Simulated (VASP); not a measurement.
Write the native input for VASP 6.6.1 that does the following.

* Task: single point
* Functional: r2SCAN
* Potentials or basis: VASP PAW PBE potentials, release 64 (Li_sv, K_sv, F)
* Cutoff: 520 eV
* k mesh: 8 × 8 × 8
* Occupations: fermi-dirac, width 0.02 eV
* Spin: no spin polarisation
* Dipole correction: no
* Further INCAR settings: ALGO = Normal; EDIFF = 1e-06; NBANDS = 21

KLiF2:

```
CELL_PARAMETERS angstrom
1.62230 0.93664 5.64890
-1.62230 0.93664 5.64890
0.00000 -1.87328 5.64890
ATOMIC_POSITIONS crystal
Li 0.00000 0.00000 0.00000
K 0.50000 0.50000 0.50000
F 0.26895 0.26895 0.26895
F 0.73105 0.73105 0.73105
```

The input as run:

POSCAR

```
KLiF2
1.0
    1.6223039197      0.9366376048      5.6488965154
   -1.6223039197      0.9366376048      5.6488965154
    0.0000000000     -1.8732752095      5.6488965154
Li K F
1 1 2
Direct
    1.0000000000      0.0000000000      0.0000000000
    0.5000000000      0.5000000000      0.5000000000
    0.2689466836      0.2689466836      0.2689466836
    0.7310533164      0.7310533164      0.7310533164
```

INCAR.step1

```
  PREC = Accurate
  ENCUT = 520
  ISMEAR = -1
  SIGMA = 0.02
  LREAL = F
  LASPH = T
  NELM = 100
  NBANDS = 21
  GGA = PE
  ALGO = Normal
  EDIFF = 1E-4
  LWAVE = T
  LCHARG = F
```

INCAR.step2

```
  PREC = Accurate
  ENCUT = 520
  EDIFF = 1E-6
  ISMEAR = -1
  SIGMA = 0.02
  LREAL = F
  LASPH = T
  NELM = 100
  ALGO = Normal
  ISIF = 2
  LWAVE = F
  LCHARG = F
  METAGGA = R2SCAN
  LMIXTAU = T
  NBANDS = 21
  ISTART = 1
```

KPOINTS

```
Automatic mesh
0
Gamma
  8 8 8
```

Potentials or basis: VASP PAW PBE potentials, release 64 (Li_sv, K_sv, F).

Run with:

```sh
$ cat potpaw_PBE.64/Li_sv/POTCAR potpaw_PBE.64/K_sv/POTCAR potpaw_PBE.64/F/POTCAR > POTCAR
$ cp INCAR.step1 INCAR
$ mpirun -np 1 vasp_std > vasp.out
$ cp INCAR.step2 INCAR
$ mpirun -np 1 vasp_std > vasp.out
```

Results of the run:

* Largest force: 0.052 eV/Å
* Band gap on the k mesh: 7.47 eV

Caveat: the PAW data sets were made with another functional, which shifts forces and pressure a little.

Run time: 8.8 min on 1 thread of Intel(R) Xeon(R) Platinum 8488C (Sapphire Rapids), with other jobs on the host, peak memory 0.38 GiB.
